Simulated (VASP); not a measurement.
# KBr (I4/mmm) in VASP: further runs

Runs on KBr. Level: PBEsol. Tasks: single point.

Program: VASP 6.6.1. These are calculated values, not measurements. Logs are shortened: lines on timing, memory, paths and dates and some standing lists are left out, and cuts for length are marked.

**1. The cell of the first run**

Symmetry: I4/mmm, No. 139, tetragonal system. Conventional cell: a = 4.631 Å, b = 4.631 Å, c = 6.288 Å, α = 90.00°, β = 90.00°, γ = 90.00°. Within 4.1 Å of K (site symmetry 4/mmm) lie 6 Br at 3.14 to 3.27 Å. Within 4.1 Å of Br (site symmetry 4/mmm) lie 6 K at 3.14 to 3.27 Å.

**2. Single point, PBEsol (strain +0.000 along x and y, -0.040 along z)**

INCAR reads:

```
PREC = Accurate
ENCUT = 520
EDIFF = 1E-6
ISMEAR = 0
SIGMA = 0.05
LREAL = F
LASPH = T
NELM = 80
ALGO = Normal
ISIF = 2
LWAVE = F
LCHARG = F
GGA = PS
NBANDS = 15
```

KPOINTS reads:

```
regular mesh
0
Gamma
  6 6 6
```

POSCAR reads:

```
KBr
1.0
    0.0000000000      3.2748785852      3.1438834418
    3.2748785852      0.0000000000      3.1438834418
    3.2748785852      3.2748785852      0.0000000000
K Br
1 1
Direct
    0.0000000000      0.0000000000      0.0000000000
    0.5000000000      0.5000000000      0.5000000000
```

Potentials or basis: VASP PAW PBE potentials, release 64 (K_sv, Br).

The run is started by

```
$ cat potpaw_PBE.64/K_sv/POTCAR potpaw_PBE.64/Br/POTCAR > POTCAR
$ mpirun -np 1 vasp_std > vasp.out
```

OUTCAR:

```text
PREC = Accurate
   ENCUT = 520
   EDIFF = 1E-6
   ISMEAR = 0
   LREAL = F
   LASPH = T
   NELM = 80
   ISIF = 2
   GGA = PS

 ion  position               nearest neighbor table
   1  0.000  0.000  0.000-   2 3.14   2 3.14   2 3.27   2 3.27   2 3.27   2 3.27
   2  0.500  0.500  0.500-   1 3.14   1 3.14   1 3.27   1 3.27   1 3.27   1 3.27

  LATTYP: Found a body centered tetragonal cell.
 ALAT       =     4.6313777103
 C/A-ratio  =     1.3576450199

  Lattice vectors:

 A1 = (   0.0000000000,  -3.2748785852,  -3.1438834418)
 A2 = (   0.0000000000,   3.2748785852,  -3.1438834418)
 A3 = (   3.2748785852,   0.0000000000,   3.1438834418)

Analysis of symmetry for initial positions (statically):
=====================================================================
 Subroutine PRICEL returns:
 Original cell was already a primitive cell.

 Routine SETGRP: Setting up the symmetry group for a
 body centered tetragonal supercell.

 Subroutine GETGRP returns: Found 16 space group operations
 (whereof 16 operations were pure point group operations)
 out of a pool of 16 trial point group operations.

The static configuration has the point symmetry D_4h.

Analysis of symmetry for dynamics (positions and initial velocities):
=====================================================================
 Subroutine PRICEL returns:
 Original cell was already a primitive cell.

 Routine SETGRP: Setting up the symmetry group for a
 body centered tetragonal supercell.

 Subroutine GETGRP returns: Found 16 space group operations
 (whereof 16 operations were pure point group operations)
 out of a pool of 16 trial point group operations.

The dynamic configuration has the point symmetry D_4h.

 Subroutine INISYM returns: Found 16 space group operations
 (whereof 16 operations are pure point group operations),
 and found     1 'primitive' translations

----------------------------------------------------------------------------------------

                                     Primitive cell

  volume of cell :      67.4352

  direct lattice vectors                    reciprocal lattice vectors
     0.000000000  3.274878585  3.143883442    -0.152677416  0.152677416  0.159038975
     3.274878585  0.000000000  3.143883442     0.152677416 -0.152677416  0.159038975
     3.274878585  3.274878585  0.000000000     0.152677416  0.152677416 -0.159038975

  length of vectors
     4.539695237  4.539695237  4.631377710     0.268168198  0.268168198  0.268168198

  position of ions in fractional coordinates (direct lattice)
     0.000000000  0.000000000  0.000000000
     0.500000000  0.500000000  0.500000000

  ion indices of the primitive-cell ions
   primitive index   ion index
                 1           1
                 2           2

----------------------------------------------------------------------------------------

 KPOINTS: regular mesh

Automatic generation of k-mesh.
 Grid dimensions read from file:
 generate k-points for:    6    6    6

 Generating k-lattice:

  Cartesian coordinates                     Fractional coordinates (reciprocal lattice)
    -0.025446236  0.025446236  0.026506496     0.166666667  0.000000000  0.000000000
     0.025446236 -0.025446236  0.026506496     0.000000000  0.166666667  0.000000000
     0.025446236  0.025446236 -0.026506496     0.000000000  0.000000000  0.166666667

  Length of vectors
     0.044694700  0.044694700  0.044694700

  Shift w.r.t. Gamma in fractional coordinates (k-lattice)
     0.000000000  0.000000000  0.000000000

 Subroutine IBZKPT returns following result:
 ===========================================

 Found     30 irreducible k-points:

 Following reciprocal coordinates:
            Coordinates               Weight
  0.000000  0.000000  0.000000      1.000000
  0.166667 -0.000000  0.000000      8.000000
  0.333333 -0.000000  0.000000      8.000000
  0.500000 -0.000000  0.000000      4.000000
  0.166667  0.166667  0.000000      2.000000
  0.333333  0.166667  0.000000      8.000000
[... 16 lines left out ...]
  0.333333  0.000000  0.333333      4.000000
  0.500000  0.000000  0.333333     16.000000
 [... further k-points ...]
   k-points           NKPTS =     30   k-points in BZ     NKDIM =     30   number of bands    NBANDS=     15
   number of dos      NEDOS =    301   number of ions     NIONS =      2
   total plane-waves  NPLWV =  46656
   dimension x,y,z NGX =    36 NGY =   36 NGZ =   36
   dimension x,y,z NGXF=    72 NGYF=   72 NGZF=   72
   ions per type =               1   1
   NGX,Y,Z   is equivalent  to a cutoff of  13.18, 13.18, 12.92 a.u.
   NGXF,Y,Z  is equivalent  to a cutoff of  26.37, 26.37, 25.84 a.u.
 SYSTEM =  unknown system
   PREC   = accura    normal or accurate (medium, high low for compatibility)
   ISTART =      0    job   : 0-new  1-cont  2-samecut
   ICHARG =      2    charge: 1-file 2-atom 10-const
   ISPIN  =      1    spin polarized calculation?
   LNONCOLLINEAR =      F non collinear calculations
   LSORBIT =      F    spin-orbit coupling
   LASPH  =      T    aspherical Exc in radial PAW
   ENCUT  =  520.0 eV  38.22 Ry    6.18 a.u.   8.44  8.44  8.61*2*pi/ulx,y,z
   NELM   =     80;   NELMIN=  2; NELMDL= -5     # of ELM steps
   EDIFF  = 0.1E-05   stopping-criterion for ELM
   LREAL  =      F    real-space projection
[... 7 lines left out ...]
   TEBEG  =    0.0;   TEEND  =   0.0 temperature during run
   PSTRESS=    0.0 pullay stress
   NELECT =      16.0000    total number of electrons
   NUPDOWN=      -1.0000    fix difference up-down
   EMIN   =  10.00;   EMAX   =-10.00  energy-range for DOS
   EFERMI =   0.00;   METHOD = LEGACY
   ISMEAR =     0;   SIGMA  =   0.05  broadening in eV -4-tet -1-fermi 0-gaus
   EFERMI_NEDOS =   21; number of points for ismear=-14 and -15
   IALGO  =     38    algorithm
   IMIX   =      4    mixing-type and parameters
     AMIX     =   0.40;   BMIX     =  1.00
     AMIX_MAG =   1.60;   BMIX_MAG =  1.00
  volume/ion in A,a.u.               =      33.72       227.54
  Fermi-wavevector in a.u.,A,eV,Ry     =   1.013489  1.915217 13.975371  1.027161
  Thomas-Fermi vector in A             =   2.146661
   LORBIT       =      0    0 simple, 1 ext, 2 COOP (PROOUT), +10 PAW based schemes
   GGA     = PS    functional components
   LHFCALC =     F    Hartree Fock is set to
   AEXX    =    0.0000 exact exchange contribution
   IVDW    =     0    specifies the selected vdW correction
   LEPSILON=     F    determine dielectric tensor
   LRPA    =     F    only Hartree local field effects (RPA)
 non-spin polarized calculation
 Gauss-broadening in eV      SIGMA  =   0.05
  energy-cutoff  :      520.00
  volume of cell :       67.44
 maximum number of plane-waves:      1831
 NGX is ok and might be reduce to    36
   NGX = 17   NGY = 17   NGZ = 17

 number of electron      16.0000002 magnetization

 Free energy of the ion-electron system (eV)
  ---------------------------------------------------
  ext. energy  EPLUGINS =         0.00000000
  ---------------------------------------------------
  free energy    TOTEN  =        -6.44264086 eV

  energy without entropy =       -6.44264086  energy(sigma->0) =       -6.44264086

 E-fermi :  -1.2613     XC(G=0):  -7.8135

 val. band max:       -1.5396217163   @ k =   0.0000   0.0000   0.0000
 cond. band min:       2.8712241307   @ k =   0.0000   0.0000   0.0000
 fundamental gap:      4.4108458470
 Fermi energy:        -1.2613302437

 k-point     1 :       0.0000    0.0000    0.0000
  band No.  band energies     occupation
      1     -29.0433      2.00000
      2     -13.9570      2.00000
      3     -12.6010      2.00000
      4     -12.5901      2.00000
      5     -12.5901      2.00000
      6      -1.5747      2.00000
      7      -1.5747      2.00000
      8      -1.5396      2.00000
      9       2.8712      0.00000
     10       5.8729      0.00000
     11       5.8729      0.00000
     12       6.1475      0.00000
     13       6.7432      0.00000
     14       6.9554      0.00000
     15       9.9828      0.00000

 k-point     2 :       0.1667   -0.0000    0.0000
  band No.  band energies     occupation
      1     -29.0412      2.00000
      2     -14.0107      2.00000
      3     -12.5964      2.00000
      4     -12.5933      2.00000
      5     -12.5188      2.00000
      6      -1.9865      2.00000
      7      -1.6807      2.00000
      8      -1.6617      2.00000
      9       3.5751      0.00000
     10       5.8106      0.00000
     11       6.2317      0.00000
     12       6.4033      0.00000
     13       7.1349      0.00000
     14       7.3726      0.00000
     15      10.9846      0.00000

 k-point     3 :       0.3333   -0.0000    0.0000
  band No.  band energies     occupation
      1     -29.0370      2.00000
      2     -14.1050      2.00000
      3     -12.5995      2.00000
      4     -12.5973      2.00000
      5     -12.3781      2.00000
      6      -2.6396      2.00000
      7      -1.8772      2.00000
      8      -1.8660      2.00000
      9       4.6573      0.00000
     10       6.1899      0.00000
     11       7.1806      0.00000
     12       7.3091      0.00000
     13       8.1200      0.00000
     14       8.4103      0.00000
     15      10.1815      0.00000
[... 343 lines left out ...]
 k-point    23 :       0.3333    0.0000    0.3333
  band No.  band energies     occupation
      1     -29.0355      2.00000
      2     -13.9397      2.00000
      3     -12.6401      2.00000
      4     -12.6192      2.00000
      5     -12.5816      2.00000
      6      -2.4912      2.00000
      7      -1.7963      2.00000
      8      -1.7920      2.00000
      9       4.4205      0.00000
     10       5.0923      0.00000
     11       7.5687      0.00000
     12       8.0983      0.00000
     13       8.3946      0.00000
     14       8.5342      0.00000
     15       9.4549      0.00000

 k-point    24 :       0.5000    0.0000    0.3333
  band No.  band energies     occupation
      1     -29.0335      2.00000
      2     -13.9327      2.00000
      3     -12.6757      2.00000
      4     -12.6286      2.00000
      5     -12.5565      2.00000
      6      -2.4794      2.00000
      7      -2.0400      2.00000
      8      -1.8810      2.00000
      9       4.5799      0.00000
     10       6.0241      0.00000
     11       7.4494      0.00000
     12       8.0792      0.00000
     13       8.3636      0.00000
     14       9.0785      0.00000
     15       9.5448      0.00000

 [... further k-points ...]

------------------------ aborting loop because EDIFF is reached ----------------------------------------

  FORCE on cell =-STRESS in cart. coord.  units (eV):
  Direction    XX          YY          ZZ          XY          YZ          ZX
  --------------------------------------------------------------------------------------
  -------------------------------------------------------------------------------------
  Total        0.1120069      0.1120069      0.8706338      0.0000000      0.0000000     -0.0000000
  in kB        2.6611443      2.6611443     20.6851786      0.0000000      0.0000000     -0.0000000
  external PRESSURE =       8.6691557 kB  Pullay stress =       0.0000000 kB

 VOLUME and BASIS-vectors are now :
 -----------------------------------------------------------------------------
  energy-cutoff  :      520.00
  volume of cell :       67.44
      direct lattice vectors                 reciprocal lattice vectors
     0.000000000  3.274878585  3.143883442    -0.152677416  0.152677416  0.159038975
     3.274878585  0.000000000  3.143883442     0.152677416 -0.152677416  0.159038975
     3.274878585  3.274878585  0.000000000     0.152677416  0.152677416 -0.159038975

 POSITION                                       TOTAL-FORCE (eV/Angst)
 -----------------------------------------------------------------------------------
      0.00000      0.00000      0.00000         0.000000      0.000000      0.000000
      3.27488      3.27488      3.14388        -0.000000     -0.000000     -0.000000
 -----------------------------------------------------------------------------------
    total drift:                                0.000000      0.000000      0.000000

  FREE ENERGIE OF THE ION-ELECTRON SYSTEM (eV)
  ---------------------------------------------------
  free  energy   TOTEN  =        -6.4426408645 eV

  energy  without entropy=       -6.4426408645  energy(sigma->0) =       -6.44264086
```

Run time: 14 s. Hardware: 1 thread of Intel Xeon 6975P-C (Granite Rapids), shared host; peak memory 0.2 GiB.

What came out:

```yaml
Free_energy: -6.4426 eV
Pressure: 0.9 GPa
Band_gap_on_the_k_mesh: 4.41 eV, direct
```

Levels at points of the mesh, in eV from the valence-band top:
```
           k point  band 6  band 7  band 8  band 9  band 10  band 11
(0.00, 0.00, 0.00)   -0.04   -0.04    0.00    4.41     7.41     7.41
(0.50, 0.00, 0.00)   -1.37   -0.43   -0.42    6.53     8.32     9.86
(0.50, 0.50, 0.00)   -0.87   -0.38   -0.38    5.59     7.33     9.48
(0.50, 0.00, 0.50)   -0.95   -0.32   -0.31    5.65     7.28     9.38
```

Caveat: the cell differs from its parent crystal (strain +0.000 along x and y, -0.040 along z); the PAW data sets were made with another functional, which shifts forces and pressure a little.

**3. Single point, PBEsol (strain -0.040 along x and y, +0.080 along z)**

INCAR reads:

```
SYSTEM = KBr
ALGO = Normal
EDIFF = 1E-6
ENCUT = 520
GGA = PS
ISIF = 2
ISMEAR = 0
LASPH = .TRUE.
LCHARG = .FALSE.
LREAL = .FALSE.
LWAVE = .FALSE.
NBANDS = 15
NELM = 60
PREC = Accurate
SIGMA = 0.05
```

KPOINTS reads:

```
k-points
0
G
  6 6 6
  0 0 0
```

POSCAR reads:

```
KBr
1.0
    0.0000000000      3.1438834418      3.5368688720
    3.1438834418      0.0000000000      3.5368688720
    3.1438834418      3.1438834418      0.0000000000
K Br
1 1
Direct
    0.0000000000      0.0000000000      0.0000000000
    0.5000000000      0.5000000000      0.5000000000
```

Potentials or basis: VASP PAW PBE potentials, release 64 (K_sv, Br).

The run is started by

```
$ cat potpaw_PBE.64/K_sv/POTCAR potpaw_PBE.64/Br/POTCAR > POTCAR
$ mpirun -np 1 vasp_std > vasp.out
```

OUTCAR:

```text
SYSTEM = KBr
   EDIFF = 1E-6
   ENCUT = 520
   GGA = PS
   ISIF = 2
   ISMEAR = 0
   LASPH = .TRUE.
   LREAL = .FALSE.
   NELM = 60
   PREC = Accurate

 ion  position               nearest neighbor table
   1  0.000  0.000  0.000-   2 3.14   2 3.14   2 3.14   2 3.14
   2  0.500  0.500  0.500-   1 3.14   1 3.14   1 3.14   1 3.14

  LATTYP: Found a body centered tetragonal cell.
 ALAT       =     4.4461226019
 C/A-ratio  =     1.5909902577

  Lattice vectors:

 A1 = (  -3.1438834418,   0.0000000000,   3.5368688720)
 A2 = (   3.1438834418,   0.0000000000,   3.5368688720)
 A3 = (   0.0000000000,   3.1438834418,  -3.5368688720)

Analysis of symmetry for initial positions (statically):
=====================================================================
 Subroutine PRICEL returns:
 Original cell was already a primitive cell.

 Routine SETGRP: Setting up the symmetry group for a
 body centered tetragonal supercell.

 Subroutine GETGRP returns: Found 16 space group operations
 (whereof 16 operations were pure point group operations)
 out of a pool of 16 trial point group operations.

The static configuration has the point symmetry D_4h.

[... 176 lines left out ...]
      8      -1.6867      2.00000
      9       2.6091      0.00000
     10       5.3396      0.00000
     11       6.1045      0.00000
     12       6.1045      0.00000
     13       6.5007      0.00000
     14       6.9220      0.00000
[... 401 lines left out ...]
      2     -14.0586      2.00000
      3     -12.8683      2.00000
      4     -12.8264      2.00000
      5     -12.7623      2.00000
      6      -2.5520      2.00000
      7      -2.1937      2.00000
      8      -2.0604      2.00000
      9       4.4154      0.00000
     10       5.6906      0.00000
     11       7.2571      0.00000
     12       8.0028      0.00000
     13       8.2169      0.00000
     14       8.7930      0.00000
     15       9.4916      0.00000

 [... further k-points ...]

------------------------ aborting loop because EDIFF is reached ----------------------------------------

  FORCE on cell =-STRESS in cart. coord.  units (eV):
  Direction    XX          YY          ZZ          XY          YZ          ZX
  --------------------------------------------------------------------------------------
  -------------------------------------------------------------------------------------
  Total        0.8133086      0.8133086     -0.6142690      0.0000000      0.0000000     -0.0000000
  in kB       18.6373480     18.6373480    -14.0762631      0.0000000      0.0000000     -0.0000000
  external PRESSURE =       7.7328110 kB  Pullay stress =       0.0000000 kB

 VOLUME and BASIS-vectors are now :
 -----------------------------------------------------------------------------
  energy-cutoff  :      520.00
  volume of cell :       69.92
      direct lattice vectors                 reciprocal lattice vectors
     0.000000000  3.143883442  3.536868872    -0.159038975  0.159038975  0.141367978
     3.143883442  0.000000000  3.536868872     0.159038975 -0.159038975  0.141367978
     3.143883442  3.143883442  0.000000000     0.159038975  0.159038975 -0.141367978

 POSITION                                       TOTAL-FORCE (eV/Angst)
 -----------------------------------------------------------------------------------
      0.00000      0.00000      0.00000        -0.000000     -0.000000      0.000000
      3.14388      3.14388      3.53687         0.000000      0.000000     -0.000000
 -----------------------------------------------------------------------------------
    total drift:                                0.000000      0.000000      0.000000

  FREE ENERGIE OF THE ION-ELECTRON SYSTEM (eV)
  ---------------------------------------------------
  free  energy   TOTEN  =        -6.4006494483 eV

  energy  without entropy=       -6.4006494483  energy(sigma->0) =       -6.40064945
```

Wall time 13 s (1 thread of Intel Xeon 6975P-C (Granite Rapids), shared host); peak memory 0.21 GiB.

What came out:

```
Free energy            : -6.4006 eV
Pressure               : 0.8 GPa
Band gap on the k mesh : 4.30 eV, direct
```

Caveat: the cell differs from its parent crystal (strain -0.040 along x and y, +0.080 along z); the PAW data sets were made with another functional, which shifts forces and pressure a little.

(Part 1 of 2 ends here.)
